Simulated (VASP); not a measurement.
# Cs (Fm-3m) in VASP: notebook

The runs below take Cs through single point, relaxation of cell and atoms, with PBE.

Everything below comes from runs of VASP 6.6.1. Logs are shortened: lines on timing, memory, paths and dates and some standing lists are left out, and cuts for length are marked.

### Step 1. The cell of the first run

The structure is cubic, space group Fm-3m (No. 225). Conventional cell: a = 6.855 Å, b = 6.855 Å, c = 6.855 Å, α = 90.00°, β = 90.00°, γ = 90.00°.

This isn't the form of Cs at room conditions, which is bcc.

### Step 2. Single point, PBE (80.54 Å³/atom)

INCAR

```
ALGO     = Normal         # electronic algorithm
EDIFF    = 1E-6           # SCF threshold, eV
ENCUT    = 520            # plane-wave cutoff, eV
GGA      = PE             # functional
ISIF     = 2              # what is computed and relaxed
ISMEAR   = -1             # smearing method
LASPH    = True           # aspherical terms in the spheres
LCHARG   = True           # write CHGCAR
LELF     = True           # ELF
LREAL    = False          # projectors in reciprocal space
LVHAR    = True         
LWAVE    = False          # write WAVECAR
NBANDS   = 10             # bands
NELM     = 80             # most SCF steps
PREC     = Accurate       # precision mode
SIGMA    = 0.05           # smearing width, eV
```

KPOINTS

```
k-points
0
Gamma
  10 10 10
```

POSCAR

```
Cs
1.0
    0.0000000000      3.4275636976      3.4275636976
    3.4275636976      0.0000000000      3.4275636976
    3.4275636976      3.4275636976      0.0000000000
Cs
1
Direct
    0.0000000000      0.0000000000      0.0000000000
```

Potentials or basis: VASP PAW PBE potentials, release 64 (Cs_sv).

The run is started by

```sh
$ cat potpaw_PBE.64/Cs_sv/POTCAR > POTCAR
$ mpirun -np 1 vasp_std > vasp.out
```

OUTCAR:

```text
EDIFF = 1E-6
   ENCUT = 520
   GGA = PE
   ISIF = 2
   ISMEAR = -1
   LASPH = True
   LREAL = False
   NELM = 80
   PREC = Accurate

 ion  position               nearest neighbor table
   1  0.000  0.000  0.000-

  LATTYP: Found a face centered cubic cell.
 ALAT       =     6.8551273952

  Lattice vectors:

 A1 = (   0.0000000000,   3.4275636976,   3.4275636976)
 A2 = (   3.4275636976,   0.0000000000,   3.4275636976)
 A3 = (   3.4275636976,   3.4275636976,   0.0000000000)

Analysis of symmetry for initial positions (statically):
=====================================================================
 Subroutine PRICEL returns:
 Original cell was already a primitive cell.

 Routine SETGRP: Setting up the symmetry group for a
 face centered cubic supercell.

 Subroutine GETGRP returns: Found 48 space group operations
 (whereof 48 operations were pure point group operations)
 out of a pool of 48 trial point group operations.

The static configuration has the point symmetry O_h .

Analysis of symmetry for dynamics (positions and initial velocities):
=====================================================================
 Subroutine PRICEL returns:
 Original cell was already a primitive cell.

 Routine SETGRP: Setting up the symmetry group for a
 face centered cubic supercell.

 Subroutine GETGRP returns: Found 48 space group operations
 (whereof 48 operations were pure point group operations)
 out of a pool of 48 trial point group operations.

The dynamic configuration has the point symmetry O_h .

 Subroutine INISYM returns: Found 48 space group operations
 (whereof 48 operations are pure point group operations),
 and found     1 'primitive' translations

----------------------------------------------------------------------------------------

                                     Primitive cell

  volume of cell :      80.5354

  direct lattice vectors                    reciprocal lattice vectors
     0.000000000  3.427563698  3.427563698    -0.145876209  0.145876209  0.145876209
     3.427563698  0.000000000  3.427563698     0.145876209 -0.145876209  0.145876209
     3.427563698  3.427563698  0.000000000     0.145876209  0.145876209 -0.145876209

  length of vectors
     4.847307067  4.847307067  4.847307067     0.252665006  0.252665006  0.252665006

  position of ions in fractional coordinates (direct lattice)
     0.000000000  0.000000000  0.000000000

  ion indices of the primitive-cell ions
   primitive index   ion index
                 1           1

----------------------------------------------------------------------------------------

 KPOINTS: k-points

Automatic generation of k-mesh.
 Grid dimensions read from file:
 generate k-points for:   10   10   10

 Generating k-lattice:

  Cartesian coordinates                     Fractional coordinates (reciprocal lattice)
    -0.014587621  0.014587621  0.014587621     0.100000000  0.000000000  0.000000000
     0.014587621 -0.014587621  0.014587621     0.000000000  0.100000000  0.000000000
     0.014587621  0.014587621 -0.014587621     0.000000000  0.000000000  0.100000000

  Length of vectors
     0.025266501  0.025266501  0.025266501

  Shift w.r.t. Gamma in fractional coordinates (k-lattice)
     0.000000000  0.000000000  0.000000000

 Subroutine IBZKPT returns following result:
 ===========================================

 Found     47 irreducible k-points:

 Following reciprocal coordinates:
            Coordinates               Weight
  0.000000  0.000000  0.000000      1.000000
  0.100000  0.000000  0.000000      8.000000
  0.200000  0.000000  0.000000      8.000000
  0.300000  0.000000  0.000000      8.000000
  0.400000  0.000000  0.000000      8.000000
  0.500000  0.000000  0.000000      4.000000
[... 16 lines left out ...]
  0.300000  0.300000  0.000000      6.000000
  0.400000  0.300000  0.000000     24.000000
 [... further k-points ...]
   k-points           NKPTS =     47   k-points in BZ     NKDIM =     47   number of bands    NBANDS=     10
   number of dos      NEDOS =    301   number of ions     NIONS =      1
   total plane-waves  NPLWV =  46656
   dimension x,y,z NGX =    36 NGY =   36 NGZ =   36
   dimension x,y,z NGXF=    72 NGYF=   72 NGZF=   72
   ions per type =               1
   NGX,Y,Z   is equivalent  to a cutoff of  12.35, 12.35, 12.35 a.u.
   NGXF,Y,Z  is equivalent  to a cutoff of  24.69, 24.69, 24.69 a.u.
 SYSTEM =  unknown system
   PREC   = accura    normal or accurate (medium, high low for compatibility)
   ISTART =      0    job   : 0-new  1-cont  2-samecut
   ICHARG =      2    charge: 1-file 2-atom 10-const
   ISPIN  =      1    spin polarized calculation?
   LNONCOLLINEAR =      F non collinear calculations
   LSORBIT =      F    spin-orbit coupling
   LASPH  =      T    aspherical Exc in radial PAW
   ENCUT  =  520.0 eV  38.22 Ry    6.18 a.u.   9.01  9.01  9.01*2*pi/ulx,y,z
   NELM   =     80;   NELMIN=  2; NELMDL= -5     # of ELM steps
   EDIFF  = 0.1E-05   stopping-criterion for ELM
   LREAL  =      F    real-space projection
   EDIFFG = 0.1E-04   stopping-criterion for IOM
   NSW    =      0    number of steps for IOM
   IBRION =     -1    ionic relax: 0-MD 1-quasi-New 2-CG
   NFREE  =      0    steps in history (QN), initial steepest desc. (CG)
   ISIF   =      2    stress and relaxation
   ISYM   =      2    0-nonsym 1-usesym 2-fastsym
   POTIM  = 0.5000    time-step for ionic-motion
   TEBEG  =    0.0;   TEEND  =   0.0 temperature during run
   PSTRESS=    0.0 pullay stress
   NELECT =       9.0000    total number of electrons
   NUPDOWN=      -1.0000    fix difference up-down
   EMIN   =  10.00;   EMAX   =-10.00  energy-range for DOS
   EFERMI =   0.00;   METHOD = LEGACY
   ISMEAR =    -1;   SIGMA  =   0.05  broadening in eV -4-tet -1-fermi 0-gaus
   EFERMI_NEDOS =   21; number of points for ismear=-14 and -15
   IALGO  =     38    algorithm
   IMIX   =      4    mixing-type and parameters
     AMIX     =   0.40;   BMIX     =  1.00
     AMIX_MAG =   1.60;   BMIX_MAG =  1.00
  volume/ion in A,a.u.               =      80.54       543.48
  Fermi-wavevector in a.u.,A,eV,Ry     =   0.788546  1.490135  8.460159  0.621804
  Thomas-Fermi vector in A             =   1.893509
   LORBIT       =      0    0 simple, 1 ext, 2 COOP (PROOUT), +10 PAW based schemes
   GGA     = PE    functional components
[... 5 lines left out ...]
 non-spin polarized calculation
  energy-cutoff  :      520.00
  volume of cell :       80.54
 maximum number of plane-waves:      2200
   NGX = 17   NGY = 17   NGZ = 17

 number of electron       9.0000001 magnetization

 Free energy of the ion-electron system (eV)
  ---------------------------------------------------
  ext. energy  EPLUGINS =         0.00000000
  ---------------------------------------------------
  free energy    TOTEN  =        -0.73500740 eV

  energy without entropy =       -0.71966779  energy(sigma->0) =       -0.72733760

 E-fermi :   1.5218     XC(G=0):  -6.3940

 val. band max:        1.5116664326   @ k =   0.5000   0.2000   0.1000
 cond. band min:       1.5242259919   @ k =   0.5000   0.4000   0.0000
 fundamental gap:      0.0125595593
 Fermi energy:         1.5218264689

 k-point     1 :       0.0000    0.0000    0.0000
  band No.  band energies     occupation
      1     -22.2078      2.00000
      2      -8.8418      2.00000
      3      -8.8418      2.00000
      4      -8.8418      2.00000
      5      -0.4972      2.00000
      6       4.1439      0.00000
      7       4.1439      0.00000
      8       4.1439      0.00000
      9       5.6489      0.00000
     10       5.6489      0.00000

 k-point     2 :       0.1000    0.0000    0.0000
  band No.  band energies     occupation
      1     -22.2049      2.00000
      2      -8.8863      2.00000
      3      -8.8471      2.00000
      4      -8.8471      2.00000
      5      -0.3429      2.00000
      6       3.8964      0.00000
      7       4.2141      0.00000
      8       4.2141      0.00000
      9       5.5104      0.00000
     10       5.5104      0.00000

 k-point     3 :       0.2000    0.0000    0.0000
  band No.  band energies     occupation
      1     -22.1970      2.00000
      2      -8.9990      2.00000
      3      -8.8609      2.00000
      4      -8.8609      2.00000
      5       0.0793      2.00000
      6       3.4349      0.00000
      7       4.3013      0.00000
      8       4.3013      0.00000
      9       5.4015      0.00000
     10       5.4015      0.00000

 k-point     4 :       0.3000    0.0000    0.0000
  band No.  band energies     occupation
      1     -22.1873      2.00000
      2      -9.1315      2.00000
      3      -8.8778      2.00000
      4      -8.8778      2.00000
      5       0.6468      2.00000
      6       3.0499      0.00000
      7       4.1833      0.00000
      8       4.1833      0.00000
      9       5.7443      0.00000
     10       5.7443      0.00000
[... 222 lines left out ...]
 k-point    22 :      -0.2000    0.2000    0.0000
  band No.  band energies     occupation
      1     -22.1839      2.00000
      2      -9.1101      2.00000
      3      -8.9608      2.00000
      4      -8.8754      2.00000
      5       0.8942      1.99999
      6       3.0621      0.00000
      7       3.5614      0.00000
      8       4.5868      0.00000
      9       4.9353      0.00000
     10       6.5758      0.00000

 k-point    23 :       0.3000    0.3000    0.0000
  band No.  band energies     occupation
      1     -22.1805      2.00000
      2      -9.1165      2.00000
      3      -8.9415      2.00000
      4      -8.9415      2.00000
      5       0.9607      1.99997
      6       2.7123      0.00000
      7       3.5615      0.00000
      8       5.1508      0.00000
      9       5.1508      0.00000
     10       6.3224      0.00000

 k-point    24 :       0.4000    0.3000    0.0000
  band No.  band energies     occupation
      1     -22.1742      2.00000
      2      -9.1704      2.00000
      3      -8.9723      2.00000
      4      -8.9582      2.00000
      5       1.3145      1.96887
      6       2.5608      0.00000
      7       3.3681      0.00000
      8       5.2725      0.00000
      9       5.6318      0.00000
     10       6.6905      0.00000

 [... further k-points ...]

------------------------ aborting loop because EDIFF is reached ----------------------------------------

  FORCE on cell =-STRESS in cart. coord.  units (eV):
  Direction    XX          YY          ZZ          XY          YZ          ZX
  --------------------------------------------------------------------------------------
  -------------------------------------------------------------------------------------
  Total        0.6530079      0.6530079      0.6530079     -0.0000000     -0.0000000      0.0000000
  in kB       12.9909946     12.9909946     12.9909946     -0.0000000     -0.0000000      0.0000000
  external PRESSURE =      12.9909946 kB  Pullay stress =       0.0000000 kB

 VOLUME and BASIS-vectors are now :
 -----------------------------------------------------------------------------
  energy-cutoff  :      520.00
  volume of cell :       80.54
      direct lattice vectors                 reciprocal lattice vectors
     0.000000000  3.427563698  3.427563698    -0.145876209  0.145876209  0.145876209
     3.427563698  0.000000000  3.427563698     0.145876209 -0.145876209  0.145876209
     3.427563698  3.427563698  0.000000000     0.145876209  0.145876209 -0.145876209

 POSITION                                       TOTAL-FORCE (eV/Angst)
 -----------------------------------------------------------------------------------
      0.00000      0.00000      0.00000        -0.000000     -0.000000     -0.000000
 -----------------------------------------------------------------------------------
    total drift:                               -0.000000      0.000000      0.000000

  FREE ENERGIE OF THE ION-ELECTRON SYSTEM (eV)
  ---------------------------------------------------
  free  energy   TOTEN  =        -0.7350074016 eV

  energy  without entropy=       -0.7196677926  energy(sigma->0) =       -0.72733760
```

Run time: 16 s. Hardware: 1 thread of Intel Xeon 6975P-C (Granite Rapids), shared host; peak memory 0.21 GiB.

Results:

```yaml
Free_energy: -0.7350 eV
Pressure: 1.3 GPa
Band_gap_on_the_k_mesh: zero (an odd number of electrons rules out a gap without spin polarisation)
```

Caveat: spin-orbit coupling is left out, which moves the levels of the heavy elements.

### Step 3. Single point, PBE

INCAR

```
SYSTEM = Cs
  PREC = Accurate
  ENCUT = 520
  EDIFF = 1E-6
  ISMEAR = -1
  SIGMA = 0.05
  LREAL = .False.
  LASPH = .True.
  NELM = 60
  ALGO = Normal
  ISIF = 2
  LWAVE = .False.
  LCHARG = .False.
  GGA = PE
  NBANDS = 10
```

KPOINTS

```
Automatic mesh
0
Gamma
  10 10 10
  0 0 0
```

POSCAR is that of step 2.

Potentials or basis: VASP PAW PBE potentials, release 64 (Cs_sv).

The run is started by

```sh
$ cat potpaw_PBE.64/Cs_sv/POTCAR > POTCAR
$ mpirun -np 1 vasp_std > vasp.out
```

Run time: 14 s. Hardware: 1 thread of Intel Xeon 6975P-C (Granite Rapids), shared host; peak memory 0.2 GiB.

The run converged. Its results:

* Free energy: -0.7350 eV
* Pressure: 1.3 GPa
* Band gap on the k mesh: zero (an odd number of electrons rules out a gap without spin polarisation)

Levels at points of the mesh, in eV from the Fermi level:
```tsv
k point	band 2	band 3	band 4	band 5	band 6	band 7	band 8	band 9
(0.00, 0.00, 0.00)	-10.36	-10.36	-10.36	-2.02	2.62	2.62	2.62	4.13
(0.50, 0.00, 0.00)	-10.79	-10.42	-10.42	-0.18	1.28	2.42	2.42	5.27
(0.50, 0.50, 0.00)	-10.76	-10.51	-10.51	-0.08	0.76	2.24	5.25	5.25
```

Caveat: spin-orbit coupling is left out, which moves the levels of the heavy elements.

### Step 4. Single point, PBE

This run uses another cell than the first one, of 116.55 Å³/atom.

INCAR

```
  ALGO = Normal
  EDIFF = 1E-7
  ENCUT = 520
  GGA = PE
  ISIF = 2
  ISMEAR = -1
  LASPH = True
  LCHARG = False
  LREAL = False
  LWAVE = False
  NBANDS = 10
  NELM = 80
  PREC = Accurate
  SIGMA = 0.05
```

KPOINTS

```
k-points
0
Gamma
  9 9 9
```

POSCAR

```
Cs
1.0
    0.0000000000      3.8769736737      3.8769736737
    3.8769736737      0.0000000000      3.8769736737
    3.8769736737      3.8769736737      0.0000000000
Cs
1
Direct
    0.0000000000      0.0000000000      0.0000000000
```

Potentials or basis: VASP PAW PBE potentials, release 64 (Cs_sv).

The run is started by

```sh
$ cat potpaw_PBE.64/Cs_sv/POTCAR > POTCAR
$ mpirun -np 1 vasp_std > vasp.out
```

OUTCAR:

```text
EDIFF = 1E-7
   ENCUT = 520
   GGA = PE
   ISIF = 2
   ISMEAR = -1
   LASPH = True
   LREAL = False
   NELM = 80
   PREC = Accurate

 ion  position               nearest neighbor table
   1  0.000  0.000  0.000-

  LATTYP: Found a face centered cubic cell.
 ALAT       =     7.7539473474

  Lattice vectors:

 A1 = (   0.0000000000,   3.8769736737,   3.8769736737)
 A2 = (   3.8769736737,   0.0000000000,   3.8769736737)
 A3 = (   3.8769736737,   3.8769736737,   0.0000000000)

[... 488 lines left out ...]
      9       4.1977      0.00000
     10       4.6977      0.00000

 [... further k-points ...]

------------------------ aborting loop because EDIFF is reached ----------------------------------------

  FORCE on cell =-STRESS in cart. coord.  units (eV):
  Direction    XX          YY          ZZ          XY          YZ          ZX
  --------------------------------------------------------------------------------------
  -------------------------------------------------------------------------------------
  Total       -0.0004102     -0.0004102     -0.0004102     -0.0000000      0.0000000     -0.0000000
  in kB       -0.0056395     -0.0056395     -0.0056395     -0.0000000      0.0000000     -0.0000000
  external PRESSURE =      -0.0056395 kB  Pullay stress =       0.0000000 kB

 VOLUME and BASIS-vectors are now :
 -----------------------------------------------------------------------------
  energy-cutoff  :      520.00
  volume of cell :      116.55
      direct lattice vectors                 reciprocal lattice vectors
     0.000000000  3.876973674  3.876973674    -0.128966571  0.128966571  0.128966571
     3.876973674  0.000000000  3.876973674     0.128966571 -0.128966571  0.128966571
     3.876973674  3.876973674  0.000000000     0.128966571  0.128966571 -0.128966571

 POSITION                                       TOTAL-FORCE (eV/Angst)
 -----------------------------------------------------------------------------------
      0.00000      0.00000      0.00000         0.000000      0.000000      0.000000
 -----------------------------------------------------------------------------------
    total drift:                               -0.000000     -0.000000     -0.000000

  FREE ENERGIE OF THE ION-ELECTRON SYSTEM (eV)
  ---------------------------------------------------
  free  energy   TOTEN  =        -0.8575060877 eV

  energy  without entropy=       -0.8477114213  energy(sigma->0) =       -0.85260875
```

OSZICAR:

```text
N       E                     dE             d eps       ncg     rms          rms(c)
DAV:   1     0.528676354872E+02    0.52868E+02   -0.27848E+03   700   0.609E+02
DAV:   2     0.438780051509E+01   -0.48480E+02   -0.46168E+02   906   0.110E+02
DAV:   3    -0.779698277109E+00   -0.51675E+01   -0.51632E+01   808   0.412E+01
DAV:   4    -0.855775170393E+00   -0.76077E-01   -0.76067E-01   896   0.594E+00
DAV:   5    -0.856122519628E+00   -0.34735E-03   -0.34734E-03   956   0.364E-01    0.126E-01
DAV:   6    -0.856565489831E+00   -0.44297E-03   -0.13337E-03   916   0.176E-01    0.866E-02
DAV:   7    -0.857416091894E+00   -0.85060E-03   -0.32555E-03   770   0.284E-01    0.355E-02
DAV:   8    -0.857504632730E+00   -0.88541E-04   -0.11801E-04   826   0.679E-02    0.458E-03
DAV:   9    -0.857506478992E+00   -0.18463E-05   -0.49817E-06  1058   0.111E-02    0.345E-03
DAV:  10    -0.857505713459E+00    0.76553E-06   -0.14032E-06   802   0.515E-03    0.924E-04
DAV:  11    -0.857505977524E+00   -0.26406E-06   -0.70182E-08   798   0.162E-03    0.329E-04
DAV:  12    -0.857506095466E+00   -0.11794E-06   -0.17043E-08   462   0.552E-04    0.715E-05
DAV:  13    -0.857506087682E+00    0.77836E-08   -0.88822E-10   452   0.184E-04
   1 F= -.85750609E+00 E0= -.85260875E+00  d E =-.979467E-02
```

stdout:

```text
POSCAR found type information on POSCAR Cs
 POSCAR found :  1 types and       1 ions
 scaLAPACK will be used
 LDA part: xc-table for (Slater+PW92), standard interpolation
 POSCAR, INCAR and KPOINTS ok, starting setup
 FFT: planning ... GRIDC
 FFT: planning ... GRID_SOFT
 FFT: planning ... GRID
 WAVECAR not read
 entering main loop
```

Wall time 34 s (1 thread of Intel Xeon 6975P-C (Granite Rapids), shared host); peak memory 0.25 GiB.

Results:

* Free energy: -0.8575 eV
* Pressure: 0.0 GPa
* Band gap on the k mesh: zero (an odd number of electrons rules out a gap without spin polarisation)

Levels at points of the mesh, in eV from the Fermi level:
| k point | band 1 | band 2 | band 3 | band 4 | band 5 | band 6 | band 7 | band 8 | band 9 | band 10 |
| --- | --- | --- | --- | --- | --- | --- | --- | --- | --- | --- |
| (0.00, 0.00, 0.00) | -23.89 | -10.64 | -10.64 | -10.64 | -1.69 | 2.41 | 2.41 | 2.41 | 3.48 | 3.48 |

Caveat: spin-orbit coupling is left out, which moves the levels of the heavy elements.

(Continued in part 2 of 2.)
